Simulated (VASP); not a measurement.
# Zn5O3 (P3m1) in VASP: notebook

Zn5O3 is run at these levels: PBE; tasks: relaxation of cell and atoms, single point.

Program: VASP 6.6.1. These are calculated values, not measurements. Logs are shortened: lines on timing, memory, paths and dates and some standing lists are left out, and cuts for length are marked.

**1. The cell of the first run**

The structure is trigonal, space group P3m1 (No. 156). The conventional cell has a = 3.150 Å, b = 3.150 Å, c = 12.100 Å, α = 90.00°, β = 90.00°, γ = 120.00°. Within 2.5 Å of Zn (site symmetry 3m) lie 4 O at 1.92 to 1.97 Å. Within 2.6 Å of Zn (site symmetry 3m) lie 3 O at 1.92 Å. Within 2.5 Å of Zn (site symmetry 3m) lie 4 O at 1.92 to 1.98 Å. Zn (site symmetry 3m) has 1 O at 1.98 Å within 2.6 Å. Zn (site symmetry 3m) has 12 Zn at 2.79 to 3.15 Å and 3 O at 3.34 Å within 3.7 Å. O (site symmetry 3m) has 4 Zn at 1.92 to 1.98 Å within 2.5 Å. O (site symmetry 3m) has 4 Zn at 1.92 to 1.97 Å within 2.6 Å. O (site symmetry 3m) has 4 Zn at 1.92 to 1.98 Å within 2.5 Å.

**2. Relaxation of cell and atoms, PBE**

INCAR reads:

```
PREC = Accurate ; ENCUT = 600
EDIFF = 1E-6 ; ISMEAR = 0
SIGMA = 0.2 ; LREAL = False
LASPH = True ; NELM = 100
ALGO = Normal ; ISIF = 3
LWAVE = False ; LCHARG = False
GGA = PE ; IBRION = 2
NSW = 36 ; EDIFFG = -0.08
```

KPOINTS reads:

```
regular mesh
0
Gamma
  6 6 2
```

POSCAR reads:

```
Zn5O3
1.0
    3.1500000000      0.0000000000      0.0000000000
   -1.5750000000      2.7279800200      0.0000000000
    0.0000000000      0.0000000000     12.1000000000
Zn O
5 3
Direct
    0.0000000000      0.0000000000      0.4300000000
    0.3333333300      0.6666666700      0.6450000000
    0.3333333300      0.6666666700      0.2150000000
    0.0000000000      0.0000000000      0.0000000000
    0.6666666700      0.3333333300      0.8250000000
    0.3333333300      0.6666666700      0.3790000000
    0.0000000000      0.0000000000      0.5930000000
    0.0000000000      0.0000000000      0.1640000000
```

Potentials or basis: VASP PAW PBE potentials, release 64 (Zn, O).

Command:

```bash
> cat potpaw_PBE.64/Zn/POTCAR potpaw_PBE.64/O/POTCAR > POTCAR
> mpirun -np 1 vasp_std > vasp.out
```

OUTCAR:

```text
PREC = Accurate
   ENCUT = 600
   EDIFF = 1E-6
   ISMEAR = 0
   LREAL = False
   LASPH = True
   NELM = 100
   ISIF = 3
   GGA = PE
   IBRION = 2
   NSW = 36
   EDIFFG = -0.08

 ion  position               nearest neighbor table
   1  0.000  0.000  0.430-   6 1.92   6 1.92   6 1.92   7 1.97
   2  0.333  0.667  0.645-   7 1.92   7 1.92   7 1.92   5 2.84   5 2.84   5 2.84
   3  0.333  0.667  0.215-   8 1.92   8 1.92   8 1.92   6 1.98
   4  0.000  0.000  0.000-   8 1.98   5 2.79   5 2.79   5 2.79
   5  0.667  0.333  0.825-   4 2.79   4 2.79   4 2.79   2 2.84   2 2.84   2 2.84
   6  0.333  0.667  0.379-   1 1.92   1 1.92   1 1.92   3 1.98
   7  0.000  0.000  0.593-   2 1.92   2 1.92   2 1.92   1 1.97
   8  0.000  0.000  0.164-   3 1.92   3 1.92   3 1.92   4 1.98

  LATTYP: Found a hexagonal cell.
 ALAT       =     3.1500000000
 C/A-ratio  =     3.8412698413

  Lattice vectors:

 A1 = (   3.1500000000,   0.0000000000,   0.0000000000)
 A2 = (  -1.5750000000,   2.7279800200,   0.0000000000)
 A3 = (   0.0000000000,   0.0000000000,  12.1000000000)

Analysis of symmetry for initial positions (statically):
=====================================================================
 Subroutine PRICEL returns:
 Original cell was already a primitive cell.

 Routine SETGRP: Setting up the symmetry group for a
 hexagonal supercell.

 Subroutine GETGRP returns: Found  6 space group operations
 (whereof  6 operations were pure point group operations)
 out of a pool of 24 trial point group operations.

The static configuration has the point symmetry C_3v.

Analysis of symmetry for dynamics (positions and initial velocities):
=====================================================================
 Subroutine PRICEL returns:
 Original cell was already a primitive cell.

 Routine SETGRP: Setting up the symmetry group for a
 hexagonal supercell.

 Subroutine GETGRP returns: Found  6 space group operations
 (whereof  6 operations were pure point group operations)
 out of a pool of 24 trial point group operations.

The dynamic configuration has the point symmetry C_3v.

 Subroutine INISYM returns: Found  6 space group operations
 (whereof  6 operations are pure point group operations),
 and found     1 'primitive' translations

----------------------------------------------------------------------------------------

                                     Primitive cell

  volume of cell :     103.9770

  direct lattice vectors                    reciprocal lattice vectors
     3.150000000  0.000000000  0.000000000     0.317460317  0.183285800  0.000000000
    -1.575000000  2.727980020  0.000000000     0.000000000  0.366571600  0.000000000
     0.000000000  0.000000000 12.100000000     0.000000000  0.000000000  0.082644628

  length of vectors
     3.150000000  3.149999998 12.100000000     0.366571600  0.366571600  0.082644628

  position of ions in fractional coordinates (direct lattice)
     0.000000000  0.000000000  0.430000000
     0.333333330  0.666666670  0.645000000
     0.333333330  0.666666670  0.215000000
     0.000000000  0.000000000  0.000000000
     0.666666670  0.333333330  0.825000000
     0.333333330  0.666666670  0.379000000
     0.000000000  0.000000000  0.593000000
     0.000000000  0.000000000  0.164000000

  ion indices of the primitive-cell ions
   primitive index   ion index
                 1           1
                 2           2
                 3           3
                 4           4
                 5           5
                 6           6
                 7           7
                 8           8

----------------------------------------------------------------------------------------

 KPOINTS: regular mesh

Automatic generation of k-mesh.
 Grid dimensions read from file:
 generate k-points for:    6    6    2

 Generating k-lattice:

  Cartesian coordinates                     Fractional coordinates (reciprocal lattice)
     0.052910053  0.030547633  0.000000000     0.166666667 -0.000000000  0.000000000
     0.000000000  0.061095267  0.000000000     0.000000000  0.166666667  0.000000000
     0.000000000  0.000000000  0.041322314     0.000000000  0.000000000  0.500000000

  Length of vectors
     0.061095267  0.061095267  0.041322314

  Shift w.r.t. Gamma in fractional coordinates (k-lattice)
     0.000000000  0.000000000  0.000000000

 Subroutine IBZKPT returns following result:
 ===========================================

 Found     14 irreducible k-points:

 Following reciprocal coordinates:
            Coordinates               Weight
  0.000000  0.000000  0.000000      1.000000
  0.166667  0.000000  0.000000      6.000000
  0.333333  0.000000  0.000000      6.000000
  0.500000  0.000000  0.000000      3.000000
  0.166667  0.166667  0.000000      6.000000
  0.333333  0.166667  0.000000     12.000000
  0.333333  0.333333  0.000000      2.000000
  0.000000  0.000000  0.500000      1.000000
  0.166667  0.000000  0.500000      6.000000
  0.333333  0.000000  0.500000      6.000000
  0.500000  0.000000  0.500000      3.000000
  0.166667  0.166667  0.500000      6.000000
  0.333333  0.166667  0.500000     12.000000
  0.333333  0.333333  0.500000      2.000000
   k-points           NKPTS =     14   k-points in BZ     NKDIM =     14   number of bands    NBANDS=     46
   number of dos      NEDOS =    301   number of ions     NIONS =      8
   total plane-waves  NPLWV =  76832
   dimension x,y,z NGX =    28 NGY =   28 NGZ =   98
   dimension x,y,z NGXF=    56 NGYF=   56 NGZF=  196
   ions per type =               5   3
   NGX,Y,Z   is equivalent  to a cutoff of  14.78, 14.78, 13.46 a.u.
   NGXF,Y,Z  is equivalent  to a cutoff of  29.55, 29.55, 26.93 a.u.
 SYSTEM =  unknown system
   PREC   = accura    normal or accurate (medium, high low for compatibility)
   ISTART =      0    job   : 0-new  1-cont  2-samecut
   ICHARG =      2    charge: 1-file 2-atom 10-const
   ISPIN  =      1    spin polarized calculation?
   LNONCOLLINEAR =      F non collinear calculations
   LSORBIT =      F    spin-orbit coupling
   LASPH  =      T    aspherical Exc in radial PAW
   ENCUT  =  600.0 eV  44.10 Ry    6.64 a.u.   6.29  6.29 24.17*2*pi/ulx,y,z
   NELM   =    100;   NELMIN=  2; NELMDL= -5     # of ELM steps
   EDIFF  = 0.1E-05   stopping-criterion for ELM
   LREAL  =      F    real-space projection
   EDIFFG = -.8E-01   stopping-criterion for IOM
   NSW    =     36    number of steps for IOM
   IBRION =      2    ionic relax: 0-MD 1-quasi-New 2-CG
   NFREE  =      1    steps in history (QN), initial steepest desc. (CG)
   ISIF   =      3    stress and relaxation
   ISYM   =      2    0-nonsym 1-usesym 2-fastsym
   POTIM  = 0.5000    time-step for ionic-motion
   TEBEG  =    0.0;   TEEND  =   0.0 temperature during run
   PSTRESS=    0.0 pullay stress
   NELECT =      78.0000    total number of electrons
   NUPDOWN=      -1.0000    fix difference up-down
   EMIN   =  10.00;   EMAX   =-10.00  energy-range for DOS
   EFERMI =   0.00;   METHOD = LEGACY
   ISMEAR =     0;   SIGMA  =   0.20  broadening in eV -4-tet -1-fermi 0-gaus
   EFERMI_NEDOS =   21; number of points for ismear=-14 and -15
   IALGO  =     38    algorithm
   IMIX   =      4    mixing-type and parameters
     AMIX     =   0.40;   BMIX     =  1.00
     AMIX_MAG =   1.60;   BMIX_MAG =  1.00
  volume/ion in A,a.u.               =      13.00        87.71
  Fermi-wavevector in a.u.,A,eV,Ry     =   1.487513  2.810991 30.105527  2.212694
  Thomas-Fermi vector in A             =   2.600664
   LORBIT       =      0    0 simple, 1 ext, 2 COOP (PROOUT), +10 PAW based schemes
   GGA     = PE    functional components
   LHFCALC =     F    Hartree Fock is set to
   AEXX    =    0.0000 exact exchange contribution
   IVDW    =     0    specifies the selected vdW correction
   LEPSILON=     F    determine dielectric tensor
   LRPA    =     F    only Hartree local field effects (RPA)
 conjugate gradient relaxation of ions
 non-spin polarized calculation
 Gauss-broadening in eV      SIGMA  =   0.20
  energy-cutoff  :      600.00
  volume of cell :      103.98
 maximum number of plane-waves:      3505
 NGX is ok and might be reduce to    28
   NGX = 13   NGY = 13   NGZ = 49

--------------------------------------- Ionic step        1  -------------------------------------------

 number of electron      77.9999993 magnetization

 Free energy of the ion-electron system (eV)
  ---------------------------------------------------
  ext. energy  EPLUGINS =         0.00000000
  ---------------------------------------------------
  free energy    TOTEN  =       -27.65981166 eV

  energy without entropy =      -27.62022778  energy(sigma->0) =      -27.64001972

------------------------ aborting loop because EDIFF is reached ----------------------------------------

  FORCE on cell =-STRESS in cart. coord.  units (eV):
  Direction    XX          YY          ZZ          XY          YZ          ZX
  --------------------------------------------------------------------------------------
  -------------------------------------------------------------------------------------
  Total        7.1492306      7.1492306      4.3238205      0.0000000      0.0000000      0.0000000
  in kB      110.1622458    110.1622457     66.6255994      0.0000000      0.0000000      0.0000000
  external PRESSURE =      95.6500303 kB  Pullay stress =       0.0000000 kB
[... 107 lines left out ...]
  FREE ENERGIE OF THE ION-ELECTRON SYSTEM (eV)
  ---------------------------------------------------
  free  energy   TOTEN  =       -28.0090818795 eV

  energy  without entropy=      -27.9770999469  energy(sigma->0) =      -27.99309091

[... ionic steps 4 to 8 ...]

--------------------------------------- Ionic step        9  -------------------------------------------

 number of electron      78.0000006 magnetization

------------------------ aborting loop because EDIFF is reached ----------------------------------------

  FORCE on cell =-STRESS in cart. coord.  units (eV):
  Direction    XX          YY          ZZ          XY          YZ          ZX
  --------------------------------------------------------------------------------------
  -------------------------------------------------------------------------------------
  Total        0.0786916      0.0786916      0.1326061      0.0000000      0.0000000     -0.0000000
  in kB        1.1520152      1.1520152      1.9413024      0.0000000      0.0000000     -0.0000000
  external PRESSURE =       1.4151109 kB  Pullay stress =       0.0000000 kB
[... 69 lines left out ...]
  energy  without entropy=      -28.1465337422  energy(sigma->0) =      -28.16100972

--------------------------------------- Ionic step       11  -------------------------------------------

 number of electron      78.0000001 magnetization

 Free energy of the ion-electron system (eV)
  ---------------------------------------------------
  ext. energy  EPLUGINS =         0.00000000
  ---------------------------------------------------
  free energy    TOTEN  =       -28.17639931 eV

  energy without entropy =      -28.14739768  energy(sigma->0) =      -28.16189850

 E-fermi :   1.9856     XC(G=0): -10.7368

 val. band max:        1.9076800117   @ k =   0.0000   0.0000   0.0000
 cond. band min:       2.6631451156   @ k =   0.3333   0.1667   0.0000
 fundamental gap:      0.7554651039
 Fermi energy:         1.9855837328

 k-point     1 :       0.0000    0.0000    0.0000
  band No.  band energies     occupation
      1     -17.1190      2.00000
      2     -16.7597      2.00000
      3     -16.4475      2.00000
      4      -6.1185      2.00000
      5      -5.4201      2.00000
      6      -5.1877      2.00000
[... 710 lines left out ...]
  FREE ENERGIE OF THE ION-ELECTRON SYSTEM (eV)
  ---------------------------------------------------
  free  energy   TOTEN  =       -28.1763993112 eV

  energy  without entropy=      -28.1473976815  energy(sigma->0) =      -28.16189850

 reached required accuracy - stopping structural energy minimisation
```

Wall time 7.4 min (1 thread of Intel Xeon 6975P-C (Granite Rapids), shared host); peak memory 0.3 GiB.

Results:

| Property | Result |
| --- | --- |
| Free energy | -28.1764 eV |
| Relaxed volume | 13.70 Å³/atom |
| Relaxed cell | a = 3.238 Å, b = 3.238 Å, c = 12.070 Å, α = 90.00°, β = 90.00°, γ = 120.00° |
| Space group after relaxing (to 0.1 Å) | P3m1 (No. 156) |
| Energy gained by relaxing | 64.6 meV/atom |
| Ionic steps | 11 |
| Pressure after relaxing | 0.0 GPa |
| Largest force after relaxing | 0.071 eV/Å |
| Band gap on the k mesh | zero (bands 39 and 40 overlap by 0.04 eV) |

Forces in eV/Å, atoms in the order of the input:
```
Zn   0.000  0.000  0.011
Zn   0.000  0.000  0.066
Zn   0.000  0.000  0.008
Zn   0.000  0.000 -0.003
Zn   0.000  0.000 -0.071
O    0.000  0.000  0.010
O    0.000  0.000  0.007
O    0.000  0.000 -0.028
```

Step by step:
```
step  energy change (eV)  largest force (eV/Å)  pressure (GPa)  volume (Å³)
   1              0.0000                1.5036            9.57       103.98
   2             -0.3188                0.4363           -3.29       116.09
   3             -0.3493                0.4419           -0.83       113.06
   4             -0.3843                0.4074           -0.65       112.41
   5             -0.4393                0.8886            0.25       110.46
   6             -0.4604                0.7370            0.20       110.21
   7             -0.4939                0.3609            0.23       109.47
   8             -0.4949                0.3765            0.26       109.31
   9             -0.5055                0.2691            0.14       109.44
  10             -0.5157                0.1028           -0.12       109.74
  11             -0.5166                0.0705           -0.01       109.62
```

Final structure:
```
CELL_PARAMETERS angstrom
3.23840 0.00000 0.00000
-1.61920 2.80454 0.00000
0.00000 0.00000 12.06969
ATOMIC_POSITIONS crystal
Zn 0.00000 0.00000 0.43274
Zn 0.33333 0.66667 0.66205
Zn 0.33333 0.66667 0.20967
Zn 0.00000 0.00000 0.98696
Zn 0.66667 0.33333 0.83881
O 0.33333 0.66667 0.37325
O 0.00000 0.00000 0.59679
O 0.00000 0.00000 0.15072
```

Levels at points of the mesh, in eV from the Fermi level:
| k point | band 37 | band 38 | band 39 | band 40 | band 41 | band 42 |
| --- | --- | --- | --- | --- | --- | --- |
| (0.00, 0.00, 0.00) | -1.33 | -1.33 | -1.06 | -0.08 | 2.63 | 3.02 |
| (0.50, 0.00, 0.00) | -2.13 | -2.09 | -1.85 | 0.90 | 2.13 | 4.42 |
| (0.00, 0.00, 0.50) | -1.71 | -1.33 | -1.33 | 0.89 | 1.47 | 3.89 |
| (0.50, 0.00, 0.50) | -2.09 | -1.99 | -1.95 | 0.83 | 2.24 | 4.42 |

Caveat: the k points lie up to 0.37 Å⁻¹ apart in the final cell; semilocal functionals underestimate gaps, and a narrow one can read as zero; the relaxation stopped at a loose force limit of 0.08 eV/Å, so its end isn't a converged minimum.

**3. Single point, PBE**

This run uses another cell than the first one, of 13.56 Å³/atom.

INCAR reads:

```
SYSTEM = Zn5O3
PREC = Accurate ; ENCUT = 520
EDIFF = 1E-6 ; ISMEAR = 0
SIGMA = 0.1 ; LREAL = .FALSE.
LASPH = .TRUE. ; NELM = 80
ALGO = Normal ; ISIF = 2
LWAVE = .FALSE. ; LCHARG = .FALSE.
GGA = PE ; NBANDS = 49
```

KPOINTS reads:

```
Automatic mesh
0
G
  12 12 4
  0 0 0
```

POSCAR reads:

```
Zn5O3
1.0
    3.2062471006      0.0000000000      0.0000000000
   -1.6031235503      2.7766914400      0.0000000000
    0.0000000000      0.0000000000     12.1878850727
Zn O
5 3
Direct
    0.0000000000      0.0000000000      0.4337276506
    0.3333333333      0.6666666667      0.6619535377
    0.3333333333      0.6666666667      0.2114032447
    0.0000000000      0.0000000000      0.9893897331
    0.6666666667      0.3333333333      0.8359060977
    0.3333333333      0.6666666667      0.3726255890
    0.0000000000      0.0000000000      0.5950230931
    0.0000000000      0.0000000000      0.1509710541
```

Potentials or basis: VASP PAW PBE potentials, release 64 (Zn, O).

Command:

```bash
> cat potpaw_PBE.64/Zn/POTCAR potpaw_PBE.64/O/POTCAR > POTCAR
> mpirun -np 1 vasp_std > vasp.out
```

Wall time 3 min (1 thread of Intel Xeon 6975P-C (Granite Rapids), shared host); peak memory 0.39 GiB.

It converged, with:

```
Free energy            : -28.2454 eV
Pressure               : 0.7 GPa
Largest force          : 0.053 eV/Å
Band gap on the k mesh : zero (bands 39 and 40 overlap by 0.61 eV)
```

Forces on the atoms (eV/Å):
```
Zn   0.000  0.000  0.007
Zn   0.000  0.000  0.051
Zn   0.000  0.000  0.005
Zn   0.000  0.000 -0.053
Zn   0.000  0.000 -0.009
O    0.000  0.000 -0.004
O    0.000  0.000  0.002
O    0.000  0.000  0.000
```

Stress tensor (GPa, compression positive):
```
0.64 0.00 0.00
0.00 0.64 0.00
0.00 0.00 0.84
```

Levels at points of the mesh, in eV from the Fermi level:
```tsv
k point	band 36	band 37	band 38	band 39	band 40	band 41	band 42	band 43
(0.00, 0.00, 0.00)	-1.89	-1.51	-1.51	-1.37	-0.33	2.42	2.76	5.28
(0.50, 0.00, 0.00)	-2.84	-2.37	-2.26	-2.13	0.56	1.80	4.23	4.71
(0.00, 0.00, 0.50)	-1.89	-1.89	-1.52	-1.52	0.64	1.20	3.75	4.73
(0.50, 0.00, 0.50)	-2.85	-2.26	-2.25	-2.21	0.49	1.90	4.20	4.60
```

Caveat: semilocal functionals underestimate gaps, and a narrow one can read as zero.

The gap in the log of VASP goes by the Fermi energy; the results here count the filled bands.